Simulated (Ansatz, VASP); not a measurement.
Two plane-wave programs on Rb

```
Rb
1.0
    -2.72922    2.72922    2.72922
     2.72922   -2.72922    2.72922
     2.72922    2.72922   -2.72922
Rb
1
Direct
  0.00000 0.00000 0.00000
```

Alike in both runs: task single point; functional PBEsol; k mesh 10 × 10 × 10; occupations gaussian, width 0.1 eV; no spin polarisation.

|  | VASP | Ansatz |
| --- | --- | --- |
| version | VASP 6.6.1 | Ansatz 0.2.0 |
| potentials or method | VASP PAW PBE potentials, release 64 (Rb_sv), cutoff 520 eV | scalar-relativistic, plane waves, PAW |
| valence electrons in the cell | 9 | 9 |

```csv
,VASP,Ansatz,Ansatz less VASP
gap on the k mesh at the Fermi level (eV),none,none,-
pressure (GPa),0.2,0.2,0.00
```

VASP's potentials were made for PBE, not for PBEsol. A gap of «none» marks a metal or a gap that the smearing closes.
